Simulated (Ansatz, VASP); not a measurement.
Pt in VASP and in Ansatz

The input INCAR:

```
  ALGO = Fast
  EDIFF = 1E-6
  ENCUT = 520
  GGA = PE
  ISIF = 2
  ISMEAR = 0
  LASPH = T
  LCHARG = T
  LELF = T
  LREAL = F
  LVHAR = T
  LWAVE = F
  NBANDS = 11
  NELM = 80
  PREC = Accurate
  SIGMA = 0.15
```

KPOINTS

```
k-points
0
Gamma
  12 12 12
```

The input POSCAR:

```
Pt
1.0
    0.0000000000      1.8424544409      2.2109453291
    1.8424544409      0.0000000000      2.2109453291
    1.8424544409      1.8424544409      0.0000000000
Pt
1
Direct
    0.0000000000      0.0000000000      0.0000000000
```

Input for Ansatz:

```yaml
crystal:
  lattice:
    - [0.0, 1.8424544409, 2.2109453291]
    - [1.8424544409, 0.0, 2.2109453291]
    - [1.8424544409, 1.8424544409, 0.0]
  atoms:
    - { symbol: Pt, position: [0.0, 0.0, 0.0] }
basis:
  ecutwfc: 420
kpoints:
  mp_grid: { grid: [12, 12, 12] }
hamiltonian:
  xc: pbe
scf:
  occupations: { method: gaussian, width: 0.15 }
output:
  forces: true
  stress: true
  eigenvalues: true
```

Alike in both runs: task single point; functional PBE; k mesh 12 × 12 × 12; occupations gaussian, width 0.15 eV; no spin polarisation.

|  | VASP | Ansatz |
| --- | --- | --- |
| version | VASP 6.6.1 | Ansatz 0.2.0 |
| potentials or method | VASP PAW PBE potentials, release 64 (Pt), cutoff 520 eV | scalar-relativistic, plane waves, PAW |
| valence electrons in the cell | 10 | 18 |

|  | VASP | Ansatz | Ansatz less VASP |
| --- | --- | --- | --- |
| gap on the k mesh at the Fermi level (eV) | none | none | - |
| pressure (GPa) | 16.2 | 16.8 | +0.58 |
| traceless stress, the component that is largest in VASP (GPa) | -20.19 | -20.37 | -0.184 |

A gap of «none» marks a metal or a gap that the smearing closes. With one functional, cell and mesh, what is left measures potentials, basis and numerics. VASP's potentials hold 10 valence electrons a cell and Ansatz's 18, so a difference there can come from the potentials and not from the codes.

Spin-orbit coupling is off throughout.
